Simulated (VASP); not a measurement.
# VO2 (P4_2/mnm) in VASP: a series of runs

The runs below take VO2 through single point, with PBEsol.

Program: VASP 6.6.1. These are calculated values, not measurements. Logs are shortened: lines on timing, memory, paths and dates and some standing lists are left out, and cuts for length are marked.

## (1) The cell of the first run

The structure is tetragonal, space group P4_2/mnm (No. 136). Conventional cell: a = 4.468 Å, b = 4.468 Å, c = 2.835 Å, α = 90.00°, β = 90.00°, γ = 90.00°. V (site symmetry mmm) has 6 O at 1.89 to 1.90 Å within 2.5 Å. O (site symmetry m2m) has 3 V at 1.89 to 1.90 Å and 9 O at 2.54 to 2.68 Å within 2.7 Å.

## (2) Single point, PBEsol, collinear spin, ferromagnetic start (biaxial strain in the a-b plane: -1.5 %, then relaxed in part)

File INCAR:

```
PREC = Accurate
ENCUT = 600
EDIFF = 1E-6
ISMEAR = 0
SIGMA = 0.1
LREAL = F
LASPH = T
NELM = 200
ALGO = Normal
ISIF = 2
LWAVE = F
LCHARG = F
ISPIN = 2
MAGMOM = -0.87 -0.87 0 0 0 0
LORBIT = 11
LMAXMIX = 4
GGA = PS
NBANDS = 38
GGA_COMPAT = F
```

File KPOINTS:

```
Automatic mesh
0
Gamma
  8 8 12
```

File POSCAR:

```
VO2
1.0
    4.4680848729      0.0000000000      0.0000000000
    0.0000000000      4.4680848729      0.0000000000
    0.0000000000      0.0000000000      2.8348037634
V O
2 4
Direct
    0.0000000000      0.0000000000      0.0000000000
    0.5000000000      0.5000000000      0.5000000000
    0.2991429533      0.2991429533      0.0000000000
    0.7008570467      0.7008570467      0.0000000000
    0.7991429533      0.2008570467      0.5000000000
    0.2008570467      0.7991429533      0.5000000000
```

Potentials or basis: VASP PAW PBE potentials, release 64 (V_sv, O).

The run is started by

```
$ cat potpaw_PBE.64/V_sv/POTCAR potpaw_PBE.64/O/POTCAR > POTCAR
$ mpirun -np 1 vasp_std > vasp.out
```

OUTCAR:

```text
PREC = Accurate
   ENCUT = 600
   EDIFF = 1E-6
   ISMEAR = 0
   LREAL = F
   LASPH = T
   NELM = 200
   ISIF = 2
   ISPIN = 2
   LORBIT = 11
   GGA = PS

 ion  position               nearest neighbor table
   1  0.000  0.000  0.000-   3 1.89   4 1.89   5 1.90   6 1.90   5 1.90   6 1.90
   2  0.500  0.500  0.500-   5 1.89   6 1.89   3 1.90   4 1.90   3 1.90   4 1.90
   3  0.299  0.299  0.000-   1 1.89   2 1.90   2 1.90
   4  0.701  0.701  0.000-   1 1.89   2 1.90   2 1.90
   5  0.799  0.201  0.500-   2 1.89   1 1.90   1 1.90
   6  0.201  0.799  0.500-   2 1.89   1 1.90   1 1.90

  LATTYP: Found a simple tetragonal cell.
 ALAT       =     4.4680848729
 C/A-ratio  =     0.6344561135

  Lattice vectors:

 A1 = (   4.4680848729,   0.0000000000,   0.0000000000)
 A2 = (   0.0000000000,   4.4680848729,   0.0000000000)
 A3 = (   0.0000000000,   0.0000000000,   2.8348037634)

Analysis of symmetry for initial positions (statically):
=====================================================================
 Subroutine PRICEL returns:
 Original cell was already a primitive cell.

 Routine SETGRP: Setting up the symmetry group for a
 simple tetragonal supercell.

 Subroutine GETGRP returns: Found 16 space group operations
 (whereof  8 operations were pure point group operations)
 out of a pool of 16 trial point group operations.

The static configuration has the point symmetry D_2h.
 The point group associated with its full space group is D_4h.

Analysis of symmetry for dynamics (positions and initial velocities):
=====================================================================
 Subroutine PRICEL returns:
 Original cell was already a primitive cell.

 Routine SETGRP: Setting up the symmetry group for a
 simple tetragonal supercell.

 Subroutine GETGRP returns: Found 16 space group operations
 (whereof  8 operations were pure point group operations)
 out of a pool of 16 trial point group operations.

The dynamic configuration has the point symmetry D_2h.
 The point group associated with its full space group is D_4h.

Analysis of structural, dynamic, and magnetic symmetry:
=====================================================================
 Subroutine PRICEL returns:
 Original cell was already a primitive cell.

 Routine SETGRP: Setting up the symmetry group for a
 simple tetragonal supercell.

 Subroutine GETGRP returns: Found 16 space group operations
 (whereof  8 operations were pure point group operations)
 out of a pool of 16 trial point group operations.

The overall configuration has the point symmetry D_2h.
 The point group associated with its full space group is D_4h.

 Subroutine INISYM returns: Found 16 space group operations
 (whereof  8 operations are pure point group operations),
 and found     1 'primitive' translations

----------------------------------------------------------------------------------------

                                     Primitive cell

  volume of cell :      56.5934

  direct lattice vectors                    reciprocal lattice vectors
     4.468084873  0.000000000  0.000000000     0.223809536  0.000000000  0.000000000
     0.000000000  4.468084873  0.000000000     0.000000000  0.223809536  0.000000000
     0.000000000  0.000000000  2.834803763     0.000000000  0.000000000  0.352758104

  length of vectors
     4.468084873  4.468084873  2.834803763     0.223809536  0.223809536  0.352758104

  position of ions in fractional coordinates (direct lattice)
     0.000000000  0.000000000  0.000000000
     0.500000000  0.500000000  0.500000000
     0.299142953  0.299142953  0.000000000
     0.700857047  0.700857047  0.000000000
     0.799142953  0.200857047  0.500000000
     0.200857047  0.799142953  0.500000000

  ion indices of the primitive-cell ions
   primitive index   ion index
                 1           1
                 2           2
                 3           3
                 4           4
                 5           5
                 6           6

[... 31 lines left out ...]
  0.375000  0.000000  0.000000      4.000000
  0.500000  0.000000  0.000000      2.000000
  0.125000  0.125000  0.000000      4.000000
[... 16 lines left out ...]
  0.375000  0.125000  0.083333     16.000000
  0.500000  0.125000  0.083333      8.000000
 [... further k-points ...]
   k-points           NKPTS =    105   k-points in BZ     NKDIM =    105   number of bands    NBANDS=     38
   number of dos      NEDOS =    301   number of ions     NIONS =      6
   total plane-waves  NPLWV =  31104
   dimension x,y,z NGX =    36 NGY =   36 NGZ =   24
   dimension x,y,z NGXF=    72 NGYF=   72 NGZF=   48
   ions per type =               2   4
   NGX,Y,Z   is equivalent  to a cutoff of  13.39, 13.39, 14.07 a.u.
   NGXF,Y,Z  is equivalent  to a cutoff of  26.79, 26.79, 28.15 a.u.
 SYSTEM =  unknown system
   PREC   = accura    normal or accurate (medium, high low for compatibility)
   ISTART =      0    job   : 0-new  1-cont  2-samecut
   ICHARG =      2    charge: 1-file 2-atom 10-const
   ISPIN  =      2    spin polarized calculation?
   LNONCOLLINEAR =      F non collinear calculations
   LSORBIT =      F    spin-orbit coupling
   LASPH  =      T    aspherical Exc in radial PAW
   ENCUT  =  600.0 eV  44.10 Ry    6.64 a.u.   8.92  8.92  5.66*2*pi/ulx,y,z
   NELM   =    200;   NELMIN=  2; NELMDL= -5     # of ELM steps
   EDIFF  = 0.1E-05   stopping-criterion for ELM
   LREAL  =      F    real-space projection
   EDIFFG = 0.1E-04   stopping-criterion for IOM
   NSW    =      0    number of steps for IOM
   IBRION =     -1    ionic relax: 0-MD 1-quasi-New 2-CG
   NFREE  =      0    steps in history (QN), initial steepest desc. (CG)
   ISIF   =      2    stress and relaxation
   ISYM   =      2    0-nonsym 1-usesym 2-fastsym
   POTIM  = 0.5000    time-step for ionic-motion
   TEBEG  =    0.0;   TEEND  =   0.0 temperature during run
   PSTRESS=    0.0 pullay stress
   NELECT =      50.0000    total number of electrons
   NUPDOWN=      -1.0000    fix difference up-down
   EMIN   =  10.00;   EMAX   =-10.00  energy-range for DOS
   EFERMI =   0.00;   METHOD = LEGACY
   ISMEAR =     0;   SIGMA  =   0.10  broadening in eV -4-tet -1-fermi 0-gaus
   EFERMI_NEDOS =   21; number of points for ismear=-14 and -15
   IALGO  =     38    algorithm
   IMIX   =      4    mixing-type and parameters
     AMIX     =   0.40;   BMIX     =  1.00
     AMIX_MAG =   1.60;   BMIX_MAG =  1.00
  volume/ion in A,a.u.               =       9.43        63.65
  Fermi-wavevector in a.u.,A,eV,Ry     =   1.570880  2.968532 33.574588  2.467663
  Thomas-Fermi vector in A             =   2.672547
   LORBIT       =     11    0 simple, 1 ext, 2 COOP (PROOUT), +10 PAW based schemes
   GGA     = PS    functional components
   LHFCALC =     F    Hartree Fock is set to
   AEXX    =    0.0000 exact exchange contribution
   IVDW    =     0    specifies the selected vdW correction
   LEPSILON=     F    determine dielectric tensor
   LRPA    =     F    only Hartree local field effects (RPA)
 spin polarized calculation
 Gauss-broadening in eV      SIGMA  =   0.10
  energy-cutoff  :      600.00
  volume of cell :       56.59
 maximum number of plane-waves:      1924
 NGX is ok and might be reduce to    36
   NGX = 17   NGY = 17   NGZ = 11

 number of electron      50.0000032 magnetization      -1.9948112

 Free energy of the ion-electron system (eV)
  ---------------------------------------------------
  ext. energy  EPLUGINS =         0.00000000
  ---------------------------------------------------
  free energy    TOTEN  =       -54.60799808 eV

  energy without entropy =      -54.59312978  energy(sigma->0) =      -54.60056393

 E-fermi :   6.7997     XC(G=0): -12.3083

 val. band max:        6.7974028935   @ k =   0.3750   0.2500   0.4167
 cond. band min:       6.8028435825   @ k =   0.2500   0.0000   0.0833
 fundamental gap:      0.0054406889
 Fermi energy:         6.7996956848

 spin component 1

 k-point     1 :       0.0000    0.0000    0.0000
  band No.  band energies     occupation
      1     -57.9831      1.00000
      2     -57.9697      1.00000
      3     -31.9862      1.00000
      4     -31.9862      1.00000
      5     -31.9083      1.00000
      6     -31.8807      1.00000
[... 949 lines left out ...]
     36      16.4822      0.00000
     37      19.4701      0.00000

 [... further k-points ...]

 spin component 2

 k-point     1 :       0.0000    0.0000    0.0000
  band No.  band energies     occupation
      1     -59.0395      1.00000
      2     -59.0268      1.00000
      3     -33.0242      1.00000
      4     -33.0242      1.00000
      5     -32.9277      1.00000
      6     -32.9140      1.00000
[... 949 lines left out ...]
     36      16.3530      0.00000
     37      19.1830      0.00000

 [... further k-points ...]

 [bands above 37 left out]

------------------------ aborting loop because EDIFF is reached ----------------------------------------

  FORCE on cell =-STRESS in cart. coord.  units (eV):
  Direction    XX          YY          ZZ          XY          YZ          ZX
  --------------------------------------------------------------------------------------
  -------------------------------------------------------------------------------------
  Total        2.6600103      2.6600103      0.2762623     -0.0000000      0.0000000      0.0000000
  in kB       75.3057398     75.3057398      7.8210747     -0.0000000      0.0000000      0.0000000
  external PRESSURE =      52.8108514 kB  Pullay stress =       0.0000000 kB

 VOLUME and BASIS-vectors are now :
 -----------------------------------------------------------------------------
  energy-cutoff  :      600.00
  volume of cell :       56.59
      direct lattice vectors                 reciprocal lattice vectors
     4.468084873  0.000000000  0.000000000     0.223809536  0.000000000  0.000000000
     0.000000000  4.468084873  0.000000000     0.000000000  0.223809536  0.000000000
     0.000000000  0.000000000  2.834803763     0.000000000  0.000000000  0.352758104

 POSITION                                       TOTAL-FORCE (eV/Angst)
 -----------------------------------------------------------------------------------
      0.00000      0.00000      0.00000         0.000000     -0.000000      0.000000
      2.23404      2.23404      1.41740         0.000000     -0.000000      0.000000
      1.33660      1.33660      0.00000        -0.012693     -0.012693      0.000000
      3.13149      3.13149      0.00000         0.012693      0.012693     -0.000000
      3.57064      0.89745      1.41740        -0.012693      0.012693     -0.000000
      0.89745      3.57064      1.41740         0.012693     -0.012693      0.000000
 -----------------------------------------------------------------------------------
    total drift:                                0.000000      0.000000      0.000000

  FREE ENERGIE OF THE ION-ELECTRON SYSTEM (eV)
  ---------------------------------------------------
  free  energy   TOTEN  =       -54.6079980762 eV

  energy  without entropy=      -54.5931297823  energy(sigma->0) =      -54.60056393

 total charge

# of ion       s       p       d       tot
------------------------------------------
    1        2.303   6.376   2.980  11.659
    2        2.303   6.376   2.980  11.659
    3        1.566   3.484   0.000   5.050
    4        1.566   3.484   0.000   5.050
    5        1.566   3.484   0.000   5.050
    6        1.566   3.484   0.000   5.050
--------------------------------------------------
tot         10.870  26.689   5.959  43.518

 magnetization (x)

# of ion       s       p       d       tot
------------------------------------------
    1       -0.014  -0.013  -0.996  -1.022
    2       -0.014  -0.013  -0.996  -1.022
    3        0.002   0.041   0.000   0.043
    4        0.002   0.041   0.000   0.043
    5        0.002   0.041   0.000   0.043
    6        0.002   0.041   0.000   0.043
--------------------------------------------------
tot         -0.019   0.137  -1.991  -1.874
```

Wall time 6 min (1 thread of AMD EPYC 9R14 (Zen 4), shared host); peak memory 0.43 GiB.

What came out:

| Quantity | Value |
| --- | --- |
| Free energy | -54.6080 eV |
| Pressure | 5.3 GPa |
| Largest force | 0.018 eV/Å |
| Band gap on the k mesh | zero (filled and empty bands overlap) |
| Net moment | -1.99 μB per cell |
| Site moments | V -1.02; O +0.04 μB |
| Valence electrons inside the program's atomic spheres | V 11.66; O 5.05 |

Forces on the atoms (eV/Å):
```
V    0.000  0.000  0.000
V    0.000  0.000  0.000
O   -0.013 -0.013  0.000
O    0.013  0.013  0.000
O   -0.013  0.013  0.000
O    0.013 -0.013  0.000
```

Caveat: the cell differs from its parent crystal (biaxial strain in the a-b plane: -1.5 %, then relaxed in part); the stress differs along the axes, from 1 to 8 GPa; the PAW data sets were made with another functional, which shifts forces and pressure a little; semilocal functionals often make such compounds metallic where correlation or magnetic order opens a gap, which also shifts bond lengths.

(Part 1 of 2 ends here.)
